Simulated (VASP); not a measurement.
# H22CO12 in VASP: a series of runs, part 2 of 3

VASP 6.6.1.

## Step 3: Single point, PBEsol

Input file INCAR:

```
PREC = Accurate ; ENCUT = 520
EDIFF = 1E-6 ; ISMEAR = -1
SIGMA = 0.02 ; LREAL = Auto
LASPH = True ; NELM = 60
ALGO = Normal ; ISIF = 2
LWAVE = False ; LCHARG = False
GGA = PS ; NBANDS = 72
```

Input file KPOINTS:

```
Automatic mesh
0
Gamma
  1 1 1
```

Input file POSCAR:

```
H22CO12
1.0
    7.7854430000      0.0000000000      0.0000000000
    0.0000000000      7.7854430000      0.0000000000
    0.0000000000      0.0000000000      7.7854430000
O H C
12 22 1
Direct
    0.8212891675      0.2419900833      0.2997003510
    0.0708887086      0.5561404791      0.1647947329
    0.3761378768     -0.0115343469      0.0886269413
    0.4993036363      0.2759894331      0.9641326768
    0.4797543313      0.6774309439      0.8979193605
    0.6667828664      0.6109222044      0.5200731673
    0.8511397489      0.5699226107      0.7995563001
    0.6737060434     -0.0298377369      0.5827927839
    0.2011317789      0.4093537131      0.8186432037
   -0.1172572967      0.1811714504      0.8346217421
    0.8451413747      0.7618834278      0.1002897330
    0.8924219213      0.9430677227      0.2987113257
    0.9157346602      0.3142274627      0.2995847507
    0.8622245388      0.1280980414      0.3242204715
    0.0272688401      0.5215888165      0.0449685394
    0.1935278442      0.5707189687      0.1667599390
    0.2531904736      0.0026844972      0.1296650685
    0.4083518433      0.0933408671      0.0422455087
    0.3938504206      0.3609556964      0.9698099389
    0.5707703467      0.2984544361      0.8698670069
    0.5079736632      0.7668413987      0.9845040289
    0.4640840605      0.7499765909      0.7958057107
    0.7842842084      0.5810330896      0.4880133346
    0.6079551286      0.6953618439      0.4405015874
    0.8773553412      0.6705591448      0.8769443177
    0.7275115880      0.5608672493      0.8271205633
    0.6213262367      0.0010660922      0.4718292845
    0.7401377160     -0.1519502487      0.5657353088
    0.2798941563      0.4748092048      0.7365926383
    0.0893847659      0.3777691263      0.7383137992
   -0.1422526631      0.3045298771      0.8200946305
   -0.1838302586      0.1368965131      0.7345503653
    0.9329334246      0.6909690303      0.1578587114
    0.7675221564      1.0187345794      0.0823074551
    0.8217258800      0.9122538050      0.1598367620
```

Potentials or basis: VASP PAW PBE potentials, release 64 (O, H, C).

Run with:

```console
$ cat potpaw_PBE.64/O/POTCAR potpaw_PBE.64/H/POTCAR potpaw_PBE.64/C/POTCAR > POTCAR
$ mpirun -np 1 vasp_gam > vasp.out
```

OUTCAR:

```text
PREC = Accurate
   ENCUT = 520
   EDIFF = 1E-6
   ISMEAR = -1
   LREAL = Auto
   LASPH = True
   NELM = 60
   ISIF = 2
   GGA = PS

 ion  position               nearest neighbor table
   1  0.821  0.242  0.300-  13 0.93  14 0.96
   2  0.071  0.556  0.165-  16 0.96  15 1.03
   3  0.376  0.988  0.089-  18 0.93  17 1.02
   4  0.499  0.276  0.964-  20 0.94  19 1.06
   5  0.480  0.677  0.898-  22 0.98  21 0.99
   6  0.667  0.611  0.520-  23 0.98  24 1.01
   7  0.851  0.570  0.800-  26 0.99  25 1.01
   8  0.674  0.970  0.583-  27 0.99  28 1.09
   9  0.201  0.409  0.819-  29 1.02  30 1.10
  10  0.883  0.181  0.835-  31 0.99  32 1.00
  11  0.845  0.762  0.100-  33 0.99  35 1.27
  12  0.892  0.943  0.299-  35 1.24
  13  0.916  0.314  0.300-   1 0.93
  14  0.862  0.128  0.324-   1 0.96
  15  0.027  0.522  0.045-   2 1.03
  16  0.194  0.571  0.167-   2 0.96
  17  0.253  0.003  0.130-   3 1.02
[... 15 lines left out ...]
  33  0.933  0.691  0.158-  11 0.99
  34  0.768  0.019  0.082-  35 1.11
  35  0.822  0.912  0.160-  34 1.11  12 1.24  11 1.27

  LATTYP: Found a simple cubic cell.
 ALAT       =     7.7854430000

  Lattice vectors:

 A1 = (   7.7854430000,   0.0000000000,   0.0000000000)
 A2 = (   0.0000000000,   7.7854430000,   0.0000000000)
 A3 = (   0.0000000000,   0.0000000000,   7.7854430000)

Analysis of symmetry for initial positions (statically):
=====================================================================
 Subroutine PRICEL returns:
 Original cell was already a primitive cell.

 Routine SETGRP: Setting up the symmetry group for a
 simple cubic supercell.

 Subroutine GETGRP returns: Found  1 space group operations
 (whereof  1 operations were pure point group operations)
 out of a pool of 48 trial point group operations.

The static configuration has the point symmetry C_1 .

Analysis of symmetry for dynamics (positions and initial velocities):
=====================================================================
 Subroutine PRICEL returns:
 Original cell was already a primitive cell.

 Routine SETGRP: Setting up the symmetry group for a
 simple cubic supercell.

 Subroutine GETGRP returns: Found  1 space group operations
 (whereof  1 operations were pure point group operations)
 out of a pool of 48 trial point group operations.

The dynamic configuration has the point symmetry C_1 .

 Subroutine INISYM returns: Found  1 space group operations
 (whereof  1 operations are pure point group operations),
 and found     1 'primitive' translations

----------------------------------------------------------------------------------------

                                     Primitive cell

  volume of cell :     471.9000

  direct lattice vectors                    reciprocal lattice vectors
     7.785443000  0.000000000  0.000000000     0.128444843  0.000000000  0.000000000
     0.000000000  7.785443000  0.000000000     0.000000000  0.128444843  0.000000000
     0.000000000  0.000000000  7.785443000     0.000000000  0.000000000  0.128444843

  length of vectors
     7.785443000  7.785443000  7.785443000     0.128444843  0.128444843  0.128444843

  position of ions in fractional coordinates (direct lattice)
     0.821289167  0.241990083  0.299700351
     0.070888709  0.556140479  0.164794733
     0.376137877  0.988465653  0.088626941
     0.499303636  0.275989433  0.964132677
     0.479754331  0.677430944  0.897919360
     0.666782866  0.610922204  0.520073167
[... 27 lines left out ...]
     0.767522156  0.018734579  0.082307455
     0.821725880  0.912253805  0.159836762

  ion indices of the primitive-cell ions
   primitive index   ion index
                 1           1
                 2           2
                 3           3
                 4           4
                 5           5
                 6           6
[... 27 lines left out ...]
                34          34
                35          35

----------------------------------------------------------------------------------------

 KPOINTS: Automatic mesh

Automatic generation of k-mesh.
[... 45 lines left out ...]
   TEBEG  =    0.0;   TEEND  =   0.0 temperature during run
   PSTRESS=    0.0 pullay stress
   NELECT =      98.0000    total number of electrons
   NUPDOWN=      -1.0000    fix difference up-down
   EMIN   =  10.00;   EMAX   =-10.00  energy-range for DOS
   EFERMI =   0.00;   METHOD = LEGACY
   ISMEAR =    -1;   SIGMA  =   0.02  broadening in eV -4-tet -1-fermi 0-gaus
   EFERMI_NEDOS =   21; number of points for ismear=-14 and -15
   IALGO  =     38    algorithm
   IMIX   =      4    mixing-type and parameters
     AMIX     =   0.40;   BMIX     =  1.00
     AMIX_MAG =   1.60;   BMIX_MAG =  1.00
  volume/ion in A,a.u.               =      13.48        90.99
  Fermi-wavevector in a.u.,A,eV,Ry     =   0.969468  1.832029 12.787686  0.939868
  Thomas-Fermi vector in A             =   2.099523
   LORBIT       =      0    0 simple, 1 ext, 2 COOP (PROOUT), +10 PAW based schemes
   GGA     = PS    functional components
   LHFCALC =     F    Hartree Fock is set to
   AEXX    =    0.0000 exact exchange contribution
   IVDW    =     0    specifies the selected vdW correction
   LEPSILON=     F    determine dielectric tensor
   LRPA    =     F    only Hartree local field effects (RPA)
 non-spin polarized calculation
  energy-cutoff  :      520.00
  volume of cell :      471.90
 maximum number of plane-waves:      6399
 NGX is ok and might be reduce to    60
   NGX = 29   NGY = 29   NGZ = 29

 number of electron      98.0000012 magnetization

 Free energy of the ion-electron system (eV)
  ---------------------------------------------------
  ext. energy  EPLUGINS =         0.00000000
  ---------------------------------------------------
  free energy    TOTEN  =      -174.60650556 eV

  energy without entropy =     -174.60650556  energy(sigma->0) =     -174.60650556

 E-fermi :  -2.9663     XC(G=0):  -5.7904

 val. band max:       -3.5520345298   @ k =   0.0000   0.0000   0.0000
 cond. band min:       0.0927441855   @ k =   0.0000   0.0000   0.0000
 fundamental gap:      3.6447787152
 Fermi energy:        -2.9662855807

 k-point     1 :       0.0000    0.0000    0.0000
  band No.  band energies     occupation
      1     -26.4120      2.00000
      2     -23.8028      2.00000
      3     -23.2783      2.00000
      4     -22.8642      2.00000
      5     -22.6376      2.00000
      6     -22.5347      2.00000
[... 53 lines left out ...]
     60       4.1011      0.00000
     61       4.4254      0.00000
 [bands above 61 left out]

------------------------ aborting loop because EDIFF is reached ----------------------------------------

  FORCE on cell =-STRESS in cart. coord.  units (eV):
  Direction    XX          YY          ZZ          XY          YZ          ZX
  --------------------------------------------------------------------------------------
  -------------------------------------------------------------------------------------
  Total       -5.7267454      5.4279383     -0.9012513      2.7935132      0.5195420     -2.0023152
  in kB      -19.4432326     18.4287337     -3.0598947      9.4844320      1.7639295     -6.7981860
  external PRESSURE =      -1.3581312 kB  Pullay stress =       0.0000000 kB

 VOLUME and BASIS-vectors are now :
 -----------------------------------------------------------------------------
  energy-cutoff  :      520.00
  volume of cell :      471.90
      direct lattice vectors                 reciprocal lattice vectors
     7.785443000  0.000000000  0.000000000     0.128444843  0.000000000  0.000000000
     0.000000000  7.785443000  0.000000000     0.000000000  0.128444843  0.000000000
     0.000000000  0.000000000  7.785443000     0.000000000  0.000000000  0.128444843

 POSITION                                       TOTAL-FORCE (eV/Angst)
 -----------------------------------------------------------------------------------
      6.39410      1.88400      2.33330        -2.849611      1.096060     -0.101570
      0.55190      4.32980      1.28300        -1.745988     -0.771789     -0.988366
      2.92840      7.69564      0.69000        -2.688604     -3.317103      2.238346
      3.88730      2.14870      7.50620        -3.129380      1.019841      2.435242
      3.73510      5.27410      6.99070         0.431654      0.532534     -0.003489
      5.19120      4.75630      4.04900        -1.232305      1.117923     -0.481646
[... 27 lines left out ...]
      5.97550      0.14586      0.64080        -0.507968     -0.336336     -0.225184
      6.39750      7.10230      1.24440         1.832522      1.481444      1.509176
 -----------------------------------------------------------------------------------
    total drift:                                0.001967     -0.007676      0.000224

  FREE ENERGIE OF THE ION-ELECTRON SYSTEM (eV)
  ---------------------------------------------------
  free  energy   TOTEN  =      -174.6065055596 eV

  energy  without entropy=     -174.6065055596  energy(sigma->0) =     -174.60650556
```

It took 2.4 min on 1 thread of Intel Xeon 8259CL, shared host; peak memory 0.47 GiB.

Results:

```yaml
Free_energy: -174.6065 eV
Pressure: -0.1 GPa
Largest_force: 4.821 eV/Å
Band_gap_on_the_k_mesh: 3.64 eV
```

Forces in eV/Å, atoms in the order of the input:
```
O   -2.850  1.096 -0.102
O   -1.746 -0.772 -0.988
O   -2.689 -3.317  2.238
O   -3.129  1.020  2.435
O    0.432  0.533 -0.003
O   -1.232  1.118 -0.482
O    0.122  0.534  1.180
O    1.169 -2.445 -0.021
O   -1.821  0.328 -3.263
O   -0.694  0.377 -1.016
O   -2.235 -1.038 -3.313
O   -0.047 -0.311  0.630
H    2.152  1.761 -0.142
H    0.565 -1.261  0.420
H    1.459 -0.037  1.212
H    0.552  0.094 -0.536
H    1.756 -0.228 -0.637
H    1.186  3.175 -1.520
H    2.330 -1.652 -0.921
H    0.801  0.542 -1.568
H   -0.493 -0.340 -0.210
H    0.069 -0.175  0.099
H   -0.305  0.205 -0.450
H    1.257 -1.402  0.563
H   -0.053 -0.761 -0.666
H   -0.148  0.150 -0.318
H    0.499 -0.084  0.326
H   -1.819  2.872  0.266
H   -1.158 -0.840  1.222
H    2.946  0.646  2.328
H    0.288  0.122  0.542
H    0.283 -0.542  0.243
H    1.229 -0.514  1.166
H   -0.508 -0.336 -0.225
C    1.833  1.481  1.509
```

Stress tensor (GPa, compression positive):
```
-1.94  0.95 -0.68
 0.95  1.84  0.18
-0.68  0.18 -0.31
```

Caveat: the k points lie up to 0.81 Å⁻¹ apart; the PAW data sets were made with another functional, which shifts forces and pressure a little.

(Part 2 of 3 ends here.)
